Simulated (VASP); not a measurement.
Wanted: the native input for a VASP 6.6.1 run.

- Task: single point
- Functional: r2SCAN
- Potentials or basis: VASP PAW PBE potentials, release 64 (Ti_sv, Al)
- Cutoff: 520 eV
- k mesh: 12 × 12 × 4
- Occupations: gaussian, width 0.15 eV
- Spin: no spin polarisation
- Dipole correction: no
- Further INCAR settings: ALGO = Normal; EDIFF = 1e-07; NBANDS = 44

Crystal: TiAl3.

```xyz
12
Lattice="0.0000 -3.9557 0.0000 0.0000 0.0000 -3.9557 12.1170 0.0000 0.0000" Properties=species:S:1:pos:R:3 pbc="T T T"
Ti   10.8779    0.0000    0.0000
Ti    2.9666    0.0000    0.0000
Ti    6.9222    0.0000    0.0000
Al    0.9887   -1.9778    0.0000
Al    4.9444   -1.9778    0.0000
Al    8.9001   -1.9778    0.0000
Al    0.9887    0.0000   -1.9778
Al    4.9444    0.0000   -1.9778
Al    8.9001    0.0000   -1.9778
Al   10.8779   -1.9778   -1.9778
Al    2.9666   -1.9778   -1.9778
Al    6.9222   -1.9778   -1.9778
```

This cell differs from its parent crystal: the distance across one plane changed.

One way to write it, as run:

POSCAR

```
TiAl3
1.0
    0.0000000000     -3.9556712500      0.0000000000
    0.0000000000      0.0000000000     -3.9556712500
   12.1170137500      0.0000000000      0.0000000000
Ti Al
3 9
Direct
    0.0000000000      0.0000000000      0.8977375431
    0.0000000000      0.0000000000      0.2448256406
    0.0000000000      0.0000000000      0.5712815919
    0.5000000000      0.0000000000      0.0815976650
    0.5000000000      0.0000000000      0.4080536163
    0.5000000000      0.0000000000      0.7345095675
    0.0000000000      0.5000000000      0.0815976650
    0.0000000000      0.5000000000      0.4080536163
    0.0000000000      0.5000000000      0.7345095675
    0.5000000000      0.5000000000      0.8977375431
    0.5000000000      0.5000000000      0.2448256406
    0.5000000000      0.5000000000      0.5712815919
```

INCAR.step1

```
SYSTEM = TiAl3
PREC     = Accurate       ! precision mode
ENCUT    = 520            ! plane-wave cutoff, eV
ISMEAR   = 0              ! smearing method
SIGMA    = 0.15           ! smearing width, eV
LREAL    = .FALSE.        ! projectors in reciprocal space
LASPH    = .TRUE.         ! aspherical terms in the spheres
NELM     = 60             ! most SCF steps
NBANDS   = 44             ! bands
GGA      = PE             ! functional
ALGO     = Normal         ! electronic algorithm
EDIFF    = 1E-4           ! SCF threshold, eV
LWAVE    = .TRUE.         ! write WAVECAR
LCHARG   = .FALSE.        ! write CHGCAR
```

INCAR.step2

```
SYSTEM = TiAl3
PREC     = Accurate       ! precision mode
ENCUT    = 520            ! plane-wave cutoff, eV
EDIFF    = 1E-7           ! SCF threshold, eV
ISMEAR   = 0              ! smearing method
SIGMA    = 0.15           ! smearing width, eV
LREAL    = .FALSE.        ! projectors in reciprocal space
LASPH    = .TRUE.         ! aspherical terms in the spheres
NELM     = 60             ! most SCF steps
ALGO     = Normal         ! electronic algorithm
ISIF     = 2              ! what is computed and relaxed
LWAVE    = .FALSE.        ! write WAVECAR
LCHARG   = .FALSE.        ! write CHGCAR
METAGGA  = R2SCAN         ! meta-GGA
LMIXTAU  = .TRUE.       
NBANDS   = 44             ! bands
ISTART   = 1
```

KPOINTS

```
regular mesh
0
G
  12 12 4
  0 0 0
```

Potentials or basis: VASP PAW PBE potentials, release 64 (Ti_sv, Al).

The run is started by

```bash
$ cat potpaw_PBE.64/Ti_sv/POTCAR potpaw_PBE.64/Al/POTCAR > POTCAR
$ cp INCAR.step1 INCAR
$ mpirun -np 1 vasp_std > vasp.out
$ cp INCAR.step2 INCAR
$ mpirun -np 1 vasp_std > vasp.out
```

Results of the run:

| Item | Value |
| --- | --- |
| Pressure | -1.9 GPa |
| Largest force | 0.746 eV/Å |
| Band gap on the k mesh | zero (an odd number of electrons rules out a gap without spin polarisation) |

Caveat: the cell differs from its parent crystal (the distance across one plane changed); the PAW data sets were made with another functional, which shifts forces and pressure a little.

Wall time 100 min on 1 thread of Oxide Virtual Turin-like Processor, on a shared host, peak memory 0.62 GiB.
